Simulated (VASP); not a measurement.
## VCuS2: single point with PBE+U

Crystal: VCuS2.

```xyz
4
Lattice="1.7937 1.0356 6.5118 -1.7937 1.0356 6.5118 0.0000 -2.0712 6.5118" Properties=species:S:1:pos:R:3 pbc="T T T"
Cu    0.0000    0.0000    9.7678
V     0.0000    0.0000    0.0000
S     0.0000    0.0000    5.2101
S     0.0000    0.0000   14.3254
```

- Program: VASP 6.6.1
- Task: single point
- Functional: PBE
- Potentials or basis: VASP PAW PBE potentials, release 64 (Cu, V_sv, S)
- Cutoff: 520 eV
- k mesh: 6 × 6 × 6
- Occupations: gaussian, width 0.05 eV
- Spin: collinear spin, ferromagnetic start
- Starting moments: [0.0, 2.0, 0.0, 0.0] μB
- Hubbard terms: V d U = 7.0 eV, J = 0.9 eV

```
Pressure                                              : 1.3 GPa
Largest force                                         : 1.834 eV/Å
Band gap on the k mesh                                : 1.16 eV (least direct gap 1.32 eV)
Net moment                                            : 2.00 μB per cell
Site moments                                          : Cu +0.00; V +1.91; S -0.02 μB
Valence electrons inside the program's atomic spheres : Cu 9.69; V 11.24; S 3.77
```

Forces on the atoms (eV/Å):
```
Cu   0.000  0.000  0.000
V    0.000  0.000  0.000
S    0.000  0.000 -1.834
S    0.000  0.000  1.834
```

Stress tensor (GPa, compression positive):
```
 3.15  0.00  0.00
 0.00  3.15  0.00
 0.00  0.00 -2.42
```

Levels at points of the mesh, in eV from the valence-band top:
Spin up:
| k point | band 16 | band 17 | band 18 | band 19 | band 20 | band 21 | band 22 | band 23 |
| --- | --- | --- | --- | --- | --- | --- | --- | --- |
| (0.00, 0.00, 0.00) | -0.86 | -0.86 | -0.61 | -0.61 | 1.16 | 2.51 | 3.68 | 3.68 |
| (0.50, 0.00, 0.00) | -0.72 | -0.63 | -0.53 | -0.36 | 1.85 | 2.86 | 2.91 | 3.05 |
| (0.50, 0.50, 0.00) | -0.72 | -0.71 | -0.60 | -0.25 | 1.49 | 2.15 | 3.28 | 3.53 |
| (0.50, 0.50, 0.50) | -0.92 | -0.92 | -0.02 | -0.02 | 2.01 | 3.48 | 3.48 | 3.71 |
Spin down:
| k point | band 13 | band 14 | band 15 | band 16 | band 17 | band 18 | band 19 | band 20 | band 21 | band 22 |
| --- | --- | --- | --- | --- | --- | --- | --- | --- | --- | --- |
| (0.00, 0.00, 0.00) | -0.95 | -0.85 | -0.85 | -0.60 | -0.60 | 1.40 | 2.90 | 3.17 | 3.17 | 4.42 |
| (0.50, 0.00, 0.00) | -1.13 | -0.71 | -0.63 | -0.52 | -0.35 | 1.97 | 3.12 | 3.25 | 3.32 | 3.87 |
| (0.50, 0.50, 0.00) | -1.27 | -0.71 | -0.71 | -0.66 | -0.21 | 1.46 | 2.36 | 3.60 | 3.67 | 3.72 |
| (0.50, 0.50, 0.50) | -1.02 | -0.92 | -0.92 | -0.01 | -0.01 | 2.55 | 3.05 | 3.05 | 3.71 | 4.33 |

Eigenvalues of the final occupation matrices:
| site | spin | trace | eigenvalues |
| --- | --- | --- | --- |
| site 2 d | 1 | 2.35 | 0.05 0.23 0.23 0.92 0.92 |
| site 2 d | 2 | 0.48 | 0.03 0.03 0.04 0.20 0.20 |

It took 19 min on 1 thread of AMD EPYC 7R13 Processor (Zen 3), on a shared host, peak memory 0.53 GiB.

Caveat: a cell with one magnetic atom can't hold antiferromagnetic order, which such compounds often take; forces of over 1 eV/Å act on the atoms, so gaps and moduli don't describe the material at rest. A k mesh can miss the band edges.
